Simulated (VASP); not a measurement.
# Sn2Ge3 (P6/mmm) in VASP: relaxation of cell and atoms with PBE

Aim: the relaxation of cell and atoms of Sn2Ge3 with PBE.

Everything below comes from runs of VASP 6.6.1. Logs are shortened: lines on timing, memory, paths and dates and some standing lists are left out, and cuts for length are marked.

### 1 The cell of the first run

The structure is hexagonal, space group P6/mmm (No. 191). Conventional cell: a = 7.305 Å, b = 7.305 Å, c = 5.909 Å, α = 90.00°, β = 90.00°, γ = 120.00°. Sn (site symmetry 3m) has 6 Ge at 2.77 Å and 2 Sn at 2.77 to 3.14 Å within 3.6 Å. Within 2.3 Å of Ge (site symmetry m2m) lie 1 Ge at 1.72 Å.

The cell was built from a structure type or drawn by symmetry, and may not be a known phase.

### 2 Relaxation of cell and atoms, PBE

Contents of INCAR:

```
SYSTEM = Sn2Ge3
  ALGO = Normal
  EDIFF = 1E-6
  EDIFFG = -0.04
  ENCUT = 600
  GGA = PE
  IBRION = 2
  ISIF = 3
  ISMEAR = 0
  LASPH = .TRUE.
  LCHARG = .FALSE.
  LREAL = .FALSE.
  LWAVE = .FALSE.
  NELM = 100
  NSW = 90
  PREC = Accurate
  SIGMA = 0.1
```

Contents of KPOINTS:

```
k-points
0
G
  3 3 4
  0 0 0
```

Contents of POSCAR:

```
Sn2Ge3
1.0
    7.3052877100      0.0000000000      0.0000000000
   -3.6526438500      6.3265647400      0.0000000000
    0.0000000000      0.0000000000      5.9085683000
Sn Ge
4 6
Direct
    0.3333333300      0.6666666700      0.2343512900
    0.6666666700      0.3333333300      0.2343512900
    0.6666666700      0.3333333300      0.7656487100
    0.3333333300      0.6666666700      0.7656487100
    0.3822110000      0.0000000000      0.5000000000
    0.0000000000      0.3822110000      0.5000000000
    0.6177890000      0.6177890000      0.5000000000
    0.6177890000      0.0000000000      0.5000000000
    0.0000000000      0.6177890000      0.5000000000
    0.3822110000      0.3822110000      0.5000000000
```

Potentials or basis: VASP PAW PBE potentials, release 64 (Sn_d, Ge_d).

On the command line:

```
$ cat potpaw_PBE.64/Sn_d/POTCAR potpaw_PBE.64/Ge_d/POTCAR > POTCAR
$ mpirun -np 1 vasp_std > vasp.out
```

OUTCAR:

```text
SYSTEM = Sn2Ge3
   EDIFF = 1E-6
   EDIFFG = -0.04
   ENCUT = 600
   GGA = PE
   IBRION = 2
   ISIF = 3
   ISMEAR = 0
   LASPH = .TRUE.
   LREAL = .FALSE.
   NELM = 100
   NSW = 90
   PREC = Accurate

 ion  position               nearest neighbor table
   1  0.333  0.667  0.234-   5 2.77   9 2.77   8 2.77   6 2.77  10 2.77   7 2.77   4 2.77   4 3.14

   2  0.667  0.333  0.234-   8 2.77   6 2.77   5 2.77   9 2.77   7 2.77  10 2.77   3 2.77   3 3.14

   3  0.667  0.333  0.766-   8 2.77   6 2.77   5 2.77   9 2.77   7 2.77  10 2.77   2 2.77   2 3.14

   4  0.333  0.667  0.766-   5 2.77   9 2.77   8 2.77   6 2.77  10 2.77   7 2.77   1 2.77   1 3.14

   5  0.382  0.000  0.500-   8 1.72   4 2.77   1 2.77   2 2.77   3 2.77  10 2.79   9 2.79
   6  0.000  0.382  0.500-   9 1.72   3 2.77   2 2.77   4 2.77   1 2.77  10 2.79   8 2.79
   7  0.618  0.618  0.500-  10 1.72   3 2.77   2 2.77   4 2.77   1 2.77   8 2.79   9 2.79
   8  0.618  0.000  0.500-   5 1.72   3 2.77   2 2.77   4 2.77   1 2.77   7 2.79   6 2.79
   9  0.000  0.618  0.500-   6 1.72   4 2.77   1 2.77   2 2.77   3 2.77   7 2.79   5 2.79
  10  0.382  0.382  0.500-   7 1.72   4 2.77   1 2.77   2 2.77   3 2.77   5 2.79   6 2.79

  LATTYP: Found a hexagonal cell.
 ALAT       =     7.3052877100
 C/A-ratio  =     0.8088070634

  Lattice vectors:

 A1 = (   7.3052877100,   0.0000000000,   0.0000000000)
 A2 = (  -3.6526438500,   6.3265647400,   0.0000000000)
 A3 = (   0.0000000000,   0.0000000000,   5.9085683000)

Analysis of symmetry for initial positions (statically):
=====================================================================
 Subroutine PRICEL returns:
 Original cell was already a primitive cell.

 Routine SETGRP: Setting up the symmetry group for a
 hexagonal supercell.

 Subroutine GETGRP returns: Found 24 space group operations
 (whereof 24 operations were pure point group operations)
 out of a pool of 24 trial point group operations.

The static configuration has the point symmetry D_6h.

Analysis of symmetry for dynamics (positions and initial velocities):
=====================================================================
 Subroutine PRICEL returns:
 Original cell was already a primitive cell.

 Routine SETGRP: Setting up the symmetry group for a
 hexagonal supercell.

 Subroutine GETGRP returns: Found 24 space group operations
 (whereof 24 operations were pure point group operations)
 out of a pool of 24 trial point group operations.

The dynamic configuration has the point symmetry D_6h.

 Subroutine INISYM returns: Found 24 space group operations
 (whereof 24 operations are pure point group operations),
 and found     1 'primitive' translations

----------------------------------------------------------------------------------------

                                     Primitive cell

  volume of cell :     273.0785

  direct lattice vectors                    reciprocal lattice vectors
     7.305287710  0.000000000  0.000000000     0.136887148  0.079031832  0.000000000
    -3.652643850  6.326564740  0.000000000     0.000000000  0.158063663  0.000000000
     0.000000000  0.000000000  5.908568300     0.000000000  0.000000000  0.169245738

  length of vectors
     7.305287710  7.305287709  5.908568300     0.158063663  0.158063663  0.169245738

  position of ions in fractional coordinates (direct lattice)
     0.333333330  0.666666670  0.234351290
     0.666666670  0.333333330  0.234351290
     0.666666670  0.333333330  0.765648710
     0.333333330  0.666666670  0.765648710
     0.382211000  0.000000000  0.500000000
     1.000000000  0.382211000  0.500000000
     0.617789000  0.617789000  0.500000000
     0.617789000  0.000000000  0.500000000
     1.000000000  0.617789000  0.500000000
     0.382211000  0.382211000  0.500000000

  ion indices of the primitive-cell ions
   primitive index   ion index
                 1           1
                 2           2
                 3           3
                 4           4
                 5           5
                 6           6
                 7           7
                 8           8
                 9           9
                10          10

----------------------------------------------------------------------------------------

 KPOINTS: k-points

Automatic generation of k-mesh.
 Grid dimensions read from file:
 generate k-points for:    3    3    4

 Generating k-lattice:

  Cartesian coordinates                     Fractional coordinates (reciprocal lattice)
     0.045629049  0.026343944  0.000000000     0.333333333 -0.000000000  0.000000000
     0.000000000  0.052687888  0.000000000     0.000000000  0.333333333  0.000000000
     0.000000000  0.000000000  0.042311434     0.000000000  0.000000000  0.250000000

  Length of vectors
     0.052687888  0.052687888  0.042311434

  Shift w.r.t. Gamma in fractional coordinates (k-lattice)
     0.000000000  0.000000000  0.000000000

 Subroutine IBZKPT returns following result:
 ===========================================

 Found      9 irreducible k-points:

 Following reciprocal coordinates:
            Coordinates               Weight
  0.000000  0.000000  0.000000      1.000000
  0.333333  0.000000  0.000000      6.000000
  0.333333  0.333333  0.000000      2.000000
  0.000000  0.000000  0.250000      2.000000
  0.333333  0.000000  0.250000     12.000000
  0.333333  0.333333  0.250000      4.000000
  0.000000  0.000000  0.500000      1.000000
  0.333333  0.000000  0.500000      6.000000
  0.333333  0.333333  0.500000      2.000000
   k-points           NKPTS =      9   k-points in BZ     NKDIM =      9   number of bands    NBANDS=     84
   number of dos      NEDOS =    301   number of ions     NIONS =     10
   total plane-waves  NPLWV = 172800
   dimension x,y,z NGX =    60 NGY =   60 NGZ =   48
   dimension x,y,z NGXF=   120 NGYF=  120 NGZF=   96
   ions per type =               4   6
   NGX,Y,Z   is equivalent  to a cutoff of  13.65, 13.65, 13.51 a.u.
   NGXF,Y,Z  is equivalent  to a cutoff of  27.31, 27.31, 27.01 a.u.
 SYSTEM =  Sn2Ge3
   PREC   = accura    normal or accurate (medium, high low for compatibility)
   ISTART =      0    job   : 0-new  1-cont  2-samecut
   ICHARG =      2    charge: 1-file 2-atom 10-const
   ISPIN  =      1    spin polarized calculation?
   LNONCOLLINEAR =      F non collinear calculations
   LSORBIT =      F    spin-orbit coupling
   LASPH  =      T    aspherical Exc in radial PAW
   ENCUT  =  600.0 eV  44.10 Ry    6.64 a.u.  14.59 14.59 11.80*2*pi/ulx,y,z
   NELM   =    100;   NELMIN=  2; NELMDL= -5     # of ELM steps
   EDIFF  = 0.1E-05   stopping-criterion for ELM
   LREAL  =      F    real-space projection
   EDIFFG = -.4E-01   stopping-criterion for IOM
   NSW    =     90    number of steps for IOM
   IBRION =      2    ionic relax: 0-MD 1-quasi-New 2-CG
   NFREE  =      1    steps in history (QN), initial steepest desc. (CG)
   ISIF   =      3    stress and relaxation
   ISYM   =      2    0-nonsym 1-usesym 2-fastsym
   POTIM  = 0.5000    time-step for ionic-motion
   TEBEG  =    0.0;   TEEND  =   0.0 temperature during run
   PSTRESS=    0.0 pullay stress
   NELECT =     140.0000    total number of electrons
   NUPDOWN=      -1.0000    fix difference up-down
   EMIN   =  10.00;   EMAX   =-10.00  energy-range for DOS
   EFERMI =   0.00;   METHOD = LEGACY
   ISMEAR =     0;   SIGMA  =   0.10  broadening in eV -4-tet -1-fermi 0-gaus
   EFERMI_NEDOS =   21; number of points for ismear=-14 and -15
   IALGO  =     38    algorithm
   IMIX   =      4    mixing-type and parameters
     AMIX     =   0.40;   BMIX     =  1.00
     AMIX_MAG =   1.60;   BMIX_MAG =  1.00
  volume/ion in A,a.u.               =      27.31       184.28
  Fermi-wavevector in a.u.,A,eV,Ry     =   1.310252  2.476018 23.357960  1.716762
  Thomas-Fermi vector in A             =   2.440795
   LORBIT       =      0    0 simple, 1 ext, 2 COOP (PROOUT), +10 PAW based schemes
   GGA     = PE    functional components
   LHFCALC =     F    Hartree Fock is set to
   AEXX    =    0.0000 exact exchange contribution
   IVDW    =     0    specifies the selected vdW correction
   LEPSILON=     F    determine dielectric tensor
   LRPA    =     F    only Hartree local field effects (RPA)
 conjugate gradient relaxation of ions
 non-spin polarized calculation
 Gauss-broadening in eV      SIGMA  =   0.10
  energy-cutoff  :      600.00
  volume of cell :      273.08
 maximum number of plane-waves:      9168
 NGX is ok and might be reduce to    60
   NGX = 29   NGY = 29   NGZ = 23

--------------------------------------- Ionic step        1  -------------------------------------------

 number of electron     139.9999962 magnetization

 Free energy of the ion-electron system (eV)
  ---------------------------------------------------
  ext. energy  EPLUGINS =         0.00000000
  ---------------------------------------------------
  free energy    TOTEN  =       -15.18114514 eV

  energy without entropy =      -15.14967667  energy(sigma->0) =      -15.16541090

 E-fermi :   5.3812     XC(G=0):  -8.9016

 val. band max:        5.3353173794   @ k =   0.3333   0.3333   0.5000
 cond. band min:       5.3846463983   @ k =   0.3333   0.0000   0.2500
 fundamental gap:      0.0493290189
 Fermi energy:         5.3811602486

 k-point     1 :       0.0000    0.0000    0.0000
  band No.  band energies     occupation
      1     -21.9019      2.00000
      2     -21.8845      2.00000
      3     -21.8845      2.00000
      4     -21.1147      2.00000
      5     -21.0594      2.00000
      6     -21.0516      2.00000
[... 754 lines left out ...]
     81       9.9334      0.00000
     82       9.9334      0.00000
 [bands above 82 left out]

------------------------ aborting loop because EDIFF is reached ----------------------------------------

  FORCE on cell =-STRESS in cart. coord.  units (eV):
  Direction    XX          YY          ZZ          XY          YZ          ZX
  --------------------------------------------------------------------------------------
  -------------------------------------------------------------------------------------
  Total       93.8092822     93.8092823     30.8289648      0.0000001     -0.0000000      0.0000000
  in kB      550.3878701    550.3878703    180.8764321      0.0000004     -0.0000000      0.0000000
  external PRESSURE =     427.2173909 kB  Pullay stress =       0.0000000 kB
[... 113 lines left out ...]
  FREE ENERGIE OF THE ION-ELECTRON SYSTEM (eV)
  ---------------------------------------------------
  free  energy   TOTEN  =       -24.5881907531 eV

  energy  without entropy=      -24.5207709006  energy(sigma->0) =      -24.55448083

 E-fermi :  -0.1927     XC(G=0):  -6.1117

 val. band max:       -0.1990091646   @ k =   0.3333   0.0000   0.2500
 cond. band min:      -0.1725628292   @ k =   0.3333   0.0000   0.5000
 fundamental gap:      0.0264463354
 Fermi energy:        -0.1926629563

 k-point     1 :       0.0000    0.0000    0.0000
  band No.  band energies     occupation
      1     -25.2235      2.00000
      2     -25.2009      2.00000
      3     -25.1028      2.00000
      4     -25.1028      2.00000
      5     -25.0564      2.00000
      6     -25.0564      2.00000
[... 754 lines left out ...]
     81       1.9667      0.00000
     82       2.5995      0.00000
 [bands above 82 left out]

[... ionic steps 4 to 16 ...]

--------------------------------------- Ionic step       17  -------------------------------------------

 number of electron     139.9999985 magnetization

------------------------ aborting loop because EDIFF is reached ----------------------------------------

  FORCE on cell =-STRESS in cart. coord.  units (eV):
  Direction    XX          YY          ZZ          XY          YZ          ZX
  --------------------------------------------------------------------------------------
  -------------------------------------------------------------------------------------
  Total        0.0639164      0.0639164     -0.1549158      0.0000000     -0.0000000      0.0000000
  in kB        0.2968296      0.2968296     -0.7194338      0.0000000     -0.0000000      0.0000000
  external PRESSURE =      -0.0419248 kB  Pullay stress =       0.0000000 kB
[... 73 lines left out ...]
  energy  without entropy=      -38.6710039595  energy(sigma->0) =      -38.68500167

--------------------------------------- Ionic step       19  -------------------------------------------

 number of electron     139.9999979 magnetization

 Free energy of the ion-electron system (eV)
  ---------------------------------------------------
  ext. energy  EPLUGINS =         0.00000000
  ---------------------------------------------------
  free energy    TOTEN  =       -38.69938119 eV

  energy without entropy =      -38.67116287  energy(sigma->0) =      -38.68527203

 E-fermi :   3.2943     XC(G=0):  -8.1283

 val. band max:        3.2210823067   @ k =   0.3333   0.0000   0.2500
 cond. band min:       3.3145761030   @ k =   0.3333   0.0000   0.5000
 fundamental gap:      0.0934937963
 Fermi energy:         3.2942614127

 k-point     1 :       0.0000    0.0000    0.0000
  band No.  band energies     occupation
      1     -21.4245      2.00000
      2     -21.4231      2.00000
      3     -21.3868      2.00000
      4     -21.3868      2.00000
      5     -21.3771      2.00000
      6     -21.3759      2.00000
[... 754 lines left out ...]
     81       6.5929      0.00000
     82       6.5929      0.00000
 [bands above 82 left out]

------------------------ aborting loop because EDIFF is reached ----------------------------------------

  FORCE on cell =-STRESS in cart. coord.  units (eV):
  Direction    XX          YY          ZZ          XY          YZ          ZX
  --------------------------------------------------------------------------------------
  -------------------------------------------------------------------------------------
  Total       -0.0284937     -0.0284937     -0.0658790     -0.0000000      0.0000000      0.0000000
  in kB       -0.1323124     -0.1323124     -0.3059133     -0.0000000      0.0000000      0.0000000
  external PRESSURE =      -0.1901794 kB  Pullay stress =       0.0000000 kB
[... 25 lines left out ...]
  FREE ENERGIE OF THE ION-ELECTRON SYSTEM (eV)
  ---------------------------------------------------
  free  energy   TOTEN  =       -38.6993811901 eV

  energy  without entropy=      -38.6711628680  energy(sigma->0) =      -38.68527203

 reached required accuracy - stopping structural energy minimisation
```

It took 37 min on 1 thread of Intel Xeon 6975P-C (Granite Rapids), shared host; peak memory 0.58 GiB.

What came out:

| Item | Value |
| --- | --- |
| Free energy | -38.6994 eV |
| Relaxed volume | 34.50 Å³/atom |
| Relaxed cell | a = 8.060 Å, b = 8.060 Å, c = 6.132 Å, α = 90.00°, β = 90.00°, γ = 120.00° |
| Space group after relaxing (to 0.1 Å) | P6/mmm (No. 191) |
| Energy gained by relaxing | 2351.8 meV/atom |
| Ionic steps | 19 |
| Pressure after relaxing | 0.0 GPa |
| Largest force after relaxing | 0.022 eV/Å |
| Band gap on the k mesh | zero (bands 70 and 71 overlap by 1.52 eV) |

Forces in eV/Å, atoms in the order of the input:
```
Sn   0.000  0.000 -0.022
Sn   0.000  0.000 -0.022
Sn   0.000  0.000  0.022
Sn   0.000  0.000  0.022
Ge   0.004  0.000  0.000
Ge  -0.002  0.003  0.000
Ge  -0.002 -0.003  0.000
Ge  -0.004  0.000  0.000
Ge   0.002 -0.003  0.000
Ge   0.002  0.003  0.000
```

Step by step:
| step | energy change (eV) | largest force (eV/Å) | pressure (GPa) | volume (Å³) |
| --- | --- | --- | --- | --- |
| 1 | 0.0000 | 29.4287 | 42.72 | 273.08 |
| 2 | -6.5319 | 7.5071 | 5.44 | 661.87 |
| 3 | -9.4070 | 5.3023 | 3.71 | 621.31 |
| 4 | -10.9703 | 4.1347 | 2.64 | 593.63 |
| 5 | -16.6492 | 1.8872 | -0.96 | 458.71 |
| 6 | -21.2778 | 1.7684 | -0.51 | 358.51 |
| 7 | -22.6984 | 1.0773 | 3.00 | 314.01 |
| 8 | -22.7084 | 0.7636 | 4.68 | 303.48 |
| 9 | -22.7304 | 0.9328 | 3.70 | 309.19 |
| 10 | -22.7318 | 0.9096 | 3.83 | 308.44 |
| 11 | -23.3177 | 0.6919 | 0.23 | 337.23 |
| 12 | -23.3713 | 0.6033 | -1.09 | 352.69 |
| 13 | -23.3726 | 0.6180 | -0.87 | 350.21 |
| 14 | -23.4924 | 0.2402 | -0.32 | 346.32 |
| 15 | -23.5155 | 0.0417 | 0.10 | 343.88 |
| 16 | -23.5155 | 0.0575 | 0.14 | 343.76 |
| 17 | -23.5177 | 0.0454 | 0.00 | 345.00 |
| 18 | -23.5179 | 0.0414 | -0.04 | 345.43 |
| 19 | -23.5182 | 0.0217 | -0.02 | 345.03 |

Final structure:
```cif
data_structure
_symmetry_space_group_name_H-M 'P 1'
_symmetry_Int_Tables_number 1
_cell_length_a 8.0604
_cell_length_b 8.0604
_cell_length_c 6.1321
_cell_angle_alpha 90.000
_cell_angle_beta 90.000
_cell_angle_gamma 120.000
_cell_volume 345.03
loop_
_atom_site_label
_atom_site_type_symbol
_atom_site_fract_x
_atom_site_fract_y
_atom_site_fract_z
_atom_site_occupancy
Sn1 Sn 0.33333 0.66667 0.24697 1
Sn2 Sn 0.66667 0.33333 0.24697 1
Sn3 Sn 0.66667 0.33333 0.75303 1
Sn4 Sn 0.33333 0.66667 0.75303 1
Ge1 Ge 0.33139 0.00000 0.50000 1
Ge2 Ge 0.00000 0.33139 0.50000 1
Ge3 Ge 0.66861 0.66861 0.50000 1
Ge4 Ge 0.66861 0.00000 0.50000 1
Ge5 Ge 0.00000 0.66861 0.50000 1
Ge6 Ge 0.33139 0.33139 0.50000 1
```

Levels at points of the mesh, in eV from the Fermi level:
```
           k point  band 66  band 67  band 68  band 69  band 70  band 71  band 72  band 73  band 74  band 75
(0.00, 0.00, 0.00)    -1.81    -0.94    -0.94    -0.87    -0.87    -0.40     0.10     0.10     0.43     1.01
(0.00, 0.00, 0.50)    -1.44    -1.44    -1.35    -0.54    -0.52    -0.52     1.05     1.05     1.49     1.68
```

Caveat: the volume moved by over 15 % at a fixed basis, so the end points are rough; spin-orbit coupling is left out, which moves the levels of the heavy elements.
